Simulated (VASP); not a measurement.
# GaSb3 in VASP: a series of runs

Runs on GaSb3. Level: PBE+D3(BJ). Tasks: single point.

Everything below comes from runs of VASP 6.6.1. Logs are shortened: lines on timing, memory, paths and dates and some standing lists are left out, and cuts for length are marked.

## (1) The cell of the first run

Symmetry: I4/mmm, No. 139, tetragonal system. Conventional cell: a = 5.091 Å, b = 5.091 Å, c = 7.296 Å, α = 90.00°, β = 90.00°, γ = 90.00°. Within 4.1 Å of Ga (site symmetry 4/mmm) lie 14 Sb at 3.13 to 3.65 Å. Within 4.1 Å of Sb (site symmetry -4m2) lie 4 Ga at 3.13 Å and 10 Sb at 3.13 to 3.65 Å. Sb (site symmetry 4/mmm) has 8 Sb at 3.13 Å and 6 Ga at 3.60 to 3.65 Å within 4.1 Å.

## (2) Single point, PBE+D3(BJ)

INCAR reads:

```
ALGO = Normal ; EDIFF = 1E-6
ENCUT = 520 ; GGA = PE
ISIF = 2 ; ISMEAR = 0
IVDW = 12 ; LASPH = True
LCHARG = False ; LREAL = False
LWAVE = False ; NBANDS = 22
NELM = 80 ; PREC = Accurate
SIGMA = 0.15
```

KPOINTS reads:

```
k-points
0
Gamma
  10 10 10
```

POSCAR reads:

```
GaSb3
1.0
    0.0000000000      3.5996077279      3.6481278280
    3.5996077279      0.0000000000      3.6481278280
    3.5996077279      3.5996077279      0.0000000000
Ga Sb
1 3
Direct
    0.0000000000      0.0000000000      0.0000000000
    0.2500000000      0.2500000000      0.2500000000
    0.7500000000      0.7500000000      0.7500000000
    0.5000000000      0.5000000000      0.5000000000
```

Potentials or basis: VASP PAW PBE potentials, release 64 (Ga_d, Sb).

Started as:

```
> cat potpaw_PBE.64/Ga_d/POTCAR potpaw_PBE.64/Sb/POTCAR > POTCAR
> mpirun -np 1 vasp_std > vasp.out
```

OUTCAR:

```text
EDIFF = 1E-6
   ENCUT = 520
   GGA = PE
   ISIF = 2
   ISMEAR = 0
   IVDW = 12
   LASPH = True
   LREAL = False
   NELM = 80
   PREC = Accurate
 IVDW          = 12

 ion  position               nearest neighbor table
   1  0.000  0.000  0.000-   3 3.13   3 3.13   3 3.13   2 3.13   3 3.13   2 3.13   2 3.13   2 3.13

   2  0.250  0.250  0.250-   1 3.13   1 3.13   1 3.13   1 3.13   4 3.13   4 3.13   4 3.13   4 3.13
                             3 3.60   3 3.60   3 3.60   3 3.60   3 3.65   3 3.65
   3  0.750  0.750  0.750-   4 3.13   4 3.13   4 3.13   1 3.13   4 3.13   1 3.13   1 3.13   1 3.13
                             2 3.60   2 3.60   2 3.60   2 3.60   2 3.65   2 3.65
   4  0.500  0.500  0.500-   2 3.13   2 3.13   2 3.13   2 3.13   3 3.13   3 3.13   3 3.13   3 3.13

  LATTYP: Found a body centered tetragonal cell.
 ALAT       =     5.0906140680
 C/A-ratio  =     1.4332761350

  Lattice vectors:

 A1 = (  -3.5996077279,   0.0000000000,   3.6481278280)
 A2 = (   3.5996077279,   0.0000000000,   3.6481278280)
 A3 = (   0.0000000000,   3.5996077279,  -3.6481278280)

Analysis of symmetry for initial positions (statically):
=====================================================================
 Subroutine PRICEL returns:
 Original cell was already a primitive cell.

 Routine SETGRP: Setting up the symmetry group for a
 body centered tetragonal supercell.

 Subroutine GETGRP returns: Found 16 space group operations
 (whereof 16 operations were pure point group operations)
 out of a pool of 16 trial point group operations.

The static configuration has the point symmetry D_4h.

Analysis of symmetry for dynamics (positions and initial velocities):
=====================================================================
 Subroutine PRICEL returns:
 Original cell was already a primitive cell.

 Routine SETGRP: Setting up the symmetry group for a
 body centered tetragonal supercell.

 Subroutine GETGRP returns: Found 16 space group operations
 (whereof 16 operations were pure point group operations)
 out of a pool of 16 trial point group operations.

The dynamic configuration has the point symmetry D_4h.

 Subroutine INISYM returns: Found 16 space group operations
 (whereof 16 operations are pure point group operations),
 and found     1 'primitive' translations

----------------------------------------------------------------------------------------

                                     Primitive cell

  volume of cell :      94.5389
[... 93 lines left out ...]
   EDIFF  = 0.1E-05   stopping-criterion for ELM
   LREAL  =      F    real-space projection
   EDIFFG = 0.1E-04   stopping-criterion for IOM
   NSW    =      0    number of steps for IOM
   IBRION =     -1    ionic relax: 0-MD 1-quasi-New 2-CG
   NFREE  =      0    steps in history (QN), initial steepest desc. (CG)
   ISIF   =      2    stress and relaxation
   ISYM   =      2    0-nonsym 1-usesym 2-fastsym
   POTIM  = 0.5000    time-step for ionic-motion
   TEBEG  =    0.0;   TEEND  =   0.0 temperature during run
   PSTRESS=    0.0 pullay stress
   NELECT =      28.0000    total number of electrons
   NUPDOWN=      -1.0000    fix difference up-down
   EMIN   =  10.00;   EMAX   =-10.00  energy-range for DOS
   EFERMI =   0.00;   METHOD = LEGACY
   ISMEAR =     0;   SIGMA  =   0.15  broadening in eV -4-tet -1-fermi 0-gaus
   EFERMI_NEDOS =   21; number of points for ismear=-14 and -15
   IALGO  =     38    algorithm
   IMIX   =      4    mixing-type and parameters
     AMIX     =   0.40;   BMIX     =  1.00
     AMIX_MAG =   1.60;   BMIX_MAG =  1.00
  volume/ion in A,a.u.               =      23.63       159.49
  Fermi-wavevector in a.u.,A,eV,Ry     =   1.091249  2.062162 16.202163  1.190825
  Thomas-Fermi vector in A             =   2.227491
   LORBIT       =      0    0 simple, 1 ext, 2 COOP (PROOUT), +10 PAW based schemes
   GGA     = PE    functional components
   LHFCALC =     F    Hartree Fock is set to
   AEXX    =    0.0000 exact exchange contribution
   IVDW    =    12    specifies the selected vdW correction
   LEPSILON=     F    determine dielectric tensor
   LRPA    =     F    only Hartree local field effects (RPA)
 non-spin polarized calculation
 Gauss-broadening in eV      SIGMA  =   0.15
  energy-cutoff  :      520.00
  volume of cell :       94.54
 maximum number of plane-waves:      2613
 NGX is ok and might be reduce to    40
   NGX = 19   NGY = 19   NGZ = 19

 number of electron      27.9999990 magnetization

 Free energy of the ion-electron system (eV)
  ---------------------------------------------------
  ext. energy  EPLUGINS =         0.00000000
  ---------------------------------------------------
  free energy    TOTEN  =       -14.44268853 eV

  energy without entropy =      -14.42270722  energy(sigma->0) =      -14.43269788

 E-fermi :   8.5774     XC(G=0): -10.6143

 val. band max:        8.5769902116   @ k =   0.2000   0.1000   0.0000
 cond. band min:       8.5950078317   @ k =   0.4000   0.1000   0.3000
 fundamental gap:      0.0180176200
 Fermi energy:         8.5774135815

 k-point     1 :       0.0000    0.0000    0.0000
  band No.  band energies     occupation
      1      -6.2288      2.00000
      2      -6.2279      2.00000
      3      -6.2279      2.00000
      4      -6.2113      2.00000
      5      -6.2096      2.00000
      6      -4.5430      2.00000
[... 589 lines left out ...]
     21      13.3418      0.00000
     22      13.5379      0.00000

 [... further k-points ...]

------------------------ aborting loop because EDIFF is reached ----------------------------------------

 Edisp (eV)   -1.96942

 E8    (eV) :    -0.9086

  FORCE on cell =-STRESS in cart. coord.  units (eV):
  Direction    XX          YY          ZZ          XY          YZ          ZX
  --------------------------------------------------------------------------------------
  -------------------------------------------------------------------------------------
  Total       1.15682     1.15682     0.70990     0.00000    -0.00000     0.00000
  in kB      19.60504    19.60504    12.03095     0.00000    -0.00000     0.00000
  external pressure =       17.08 kB  Pullay stress =        0.00 kB

 VOLUME and BASIS-vectors are now :
 -----------------------------------------------------------------------------
  energy-cutoff  :      520.00
  volume of cell :       94.54
      direct lattice vectors                 reciprocal lattice vectors
     0.000000000  3.599607728  3.648127828    -0.138904024  0.138904024  0.137056601
     3.599607728  0.000000000  3.648127828     0.138904024 -0.138904024  0.137056601
     3.599607728  3.599607728  0.000000000     0.138904024  0.138904024 -0.137056601

 POSITION                                       TOTAL-FORCE (eV/Angst)
 -----------------------------------------------------------------------------------
      0.00000      0.00000      0.00000        -0.000000      0.000000      0.000000
      1.79980      1.79980      1.82406         0.000000      0.000000     -0.000000
      5.39941      5.39941      5.47219        -0.000000     -0.000000     -0.000000
      3.59961      3.59961      3.64813        -0.000000      0.000000      0.000000
 -----------------------------------------------------------------------------------
    total drift:                               -0.000000      0.000000      0.000000

  FREE ENERGIE OF THE ION-ELECTRON SYSTEM (eV)
  ---------------------------------------------------
  free  energy   TOTEN  =       -16.4121116260 eV

  energy  without entropy=      -16.3921303111  energy(sigma->0) =      -16.40212097
```

Run time: 98 s. Hardware: 1 thread of Intel Xeon 6975P-C (Granite Rapids), shared host; peak memory 0.39 GiB.

What came out:

```yaml
Free_energy: -16.4121 eV
Pressure: 1.7 GPa
Band_gap_on_the_k_mesh: zero (bands 14 and 15 overlap by 4.23 eV)
Dispersion_energy_per_atom: -0.492 eV
```

Caveat: spin-orbit coupling is left out, which moves the levels of the heavy elements.

## (3) Single point, PBE+D3(BJ)

This run uses another cell than the first one, of 24.93 Å³/atom.

INCAR reads:

```
SYSTEM = GaSb3
  PREC = Accurate
  ENCUT = 520
  EDIFF = 1E-6
  ISMEAR = 0
  SIGMA = 0.15
  LREAL = .FALSE.
  LASPH = .TRUE.
  NELM = 80
  ALGO = Normal
  ISIF = 2
  LWAVE = .FALSE.
  LCHARG = .FALSE.
  GGA = PE
  IVDW = 12
  NBANDS = 22
```

KPOINTS reads:

```
regular mesh
0
G
  10 10 10
  0 0 0
```

POSCAR reads:

```
GaSb3
1.0
    0.0000000000      3.6966479281      3.6481278280
    3.6966479281      0.0000000000      3.6481278280
    3.6966479281      3.6966479281      0.0000000000
Ga Sb
1 3
Direct
    0.0000000000      0.0000000000      0.0000000000
    0.2500000000      0.2500000000      0.2500000000
    0.7500000000      0.7500000000      0.7500000000
    0.5000000000      0.5000000000      0.5000000000
```

Potentials or basis: VASP PAW PBE potentials, release 64 (Ga_d, Sb).

Started as:

```
> cat potpaw_PBE.64/Ga_d/POTCAR potpaw_PBE.64/Sb/POTCAR > POTCAR
> mpirun -np 1 vasp_std > vasp.out
```

It took 90 s on 1 thread of Intel Xeon 6975P-C (Granite Rapids), shared host; peak memory 0.39 GiB.

It converged, with:

* Free energy: -16.4123 eV
* Pressure: -1.6 GPa
* Band gap on the k mesh: zero (bands 14 and 15 overlap by 3.98 eV)
* Dispersion energy per atom: -0.467 eV

Stress tensor (GPa, compression positive):
```
-1.74  0.00  0.00
 0.00 -1.74  0.00
 0.00  0.00 -1.26
```

Levels at points of the mesh, in eV from the Fermi level:
| k point | band 12 | band 13 | band 14 | band 15 | band 16 | band 17 |
| --- | --- | --- | --- | --- | --- | --- |
| (0.00, 0.00, 0.00) | -2.63 | -2.49 | -2.49 | -2.45 | -0.78 | -0.78 |
| (0.50, 0.00, 0.00) | -2.74 | -2.69 | -0.27 | 0.07 | 2.09 | 2.21 |
| (0.50, 0.50, 0.00) | 0.74 | 1.04 | 1.09 | 1.09 | 1.97 | 1.97 |
| (0.50, 0.00, 0.50) | 0.82 | 1.03 | 1.18 | 1.26 | 1.89 | 2.11 |

Caveat: spin-orbit coupling is left out, which moves the levels of the heavy elements.

## (4) Single point, PBE+D3(BJ) (atoms displaced along a vibrational mode)

INCAR reads:

```
SYSTEM = GaSb3
  PREC = Accurate
  ENCUT = 520
  EDIFF = 1E-6
  ISMEAR = 0
  SIGMA = 0.15
  LREAL = .False.
  LASPH = .True.
  NELM = 60
  ALGO = Normal
  ISIF = 2
  LWAVE = .False.
  LCHARG = .False.
  GGA = PE
  IVDW = 12
  NBANDS = 22
```

KPOINTS reads:

```
regular mesh
0
Gamma
  10 10 10
  0 0 0
```

POSCAR reads:

```
GaSb3
1.0
    0.0000000000      3.6481278280      3.6481278280
    3.6481278280      0.0000000000      3.6481278280
    3.6481278280      3.6481278280      0.0000000000
Ga Sb
1 3
Direct
    0.0000000000      0.0000000000      0.0000000000
    0.2561675470      0.2438324530      0.2438324530
    0.7438324530      0.7561675470      0.7561675470
    0.5000000000      0.5000000000      0.5000000000
```

Started as:

```
> cat potpaw_PBE.64/Ga_d/POTCAR potpaw_PBE.64/Sb/POTCAR > POTCAR
> mpirun -np 1 vasp_std > vasp.out
```

Wall time 2.3 min (1 thread of Intel Xeon 6975P-C (Granite Rapids), shared host); peak memory 0.5 GiB.

The run converged. Its results:

| Property | Result |
| --- | --- |
| Free energy | -16.4204 eV |
| Pressure | 0.0 GPa |
| Largest force | 0.150 eV/Å |
| Band gap on the k mesh | zero (bands 14 and 15 overlap by 3.88 eV) |
| Dispersion energy per atom | -0.479 eV |

Forces on the atoms (eV/Å):
```
Ga   0.000  0.000  0.000
Sb   0.150  0.000  0.000
Sb  -0.150  0.000  0.000
Sb   0.000  0.000  0.000
```

Stress tensor (GPa, compression positive):
```
 0.01  0.00  0.00
 0.00 -0.02 -0.32
 0.00 -0.32 -0.02
```

Levels at points of the mesh, in eV from the Fermi level:
```csv
k point,band 12,band 13,band 14,band 15,band 16,band 17
"(0.00, 0.00, 0.00)",-2.73,-2.70,-2.54,-2.40,-0.94,-0.77
"(0.50, 0.00, 0.00)",-2.96,-2.73,-0.14,0.10,2.21,2.31
"(0.00, 0.50, 0.00)",-2.89,-2.65,-0.26,0.18,2.09,2.18
"(0.50, 0.50, 0.00)",0.90,1.16,1.18,1.28,1.96,2.03
"(0.00, 0.50, 0.50)",0.91,1.15,1.20,1.25,1.99,2.08
```

Caveat: the cell differs from its parent crystal (atoms displaced along a vibrational mode); spin-orbit coupling is left out, which moves the levels of the heavy elements.

## (5) Overview

```tsv
cell	gap on the mesh (eV)	pressure (GPa)
a = 5.125, b = 5.125, c = 5.091 Å, angles 60.2, 60.2, 59.6°, 4 atoms, atomic positions A	none	1.7
a = 5.194, b = 5.194, c = 5.228 Å, angles 59.8, 59.8, 60.4°, 4 atoms, atomic positions A	none	-1.6
a = 5.159 Å, angles 60.0°, 4 atoms, atomic positions B	none	0.0
```

Alike in all rows: task single point; level PBE+D3(BJ); potentials or basis VASP PAW PBE potentials, release 64 (Ga_d, Sb); no spin polarisation; k mesh 10 × 10 × 10; cutoff (eV) 520; smearing gaussian 0.15 eV.

Caveats: spin-orbit coupling is left out, which moves the levels of the heavy elements.

Absolute energies hang on the potentials; compare differences alone.
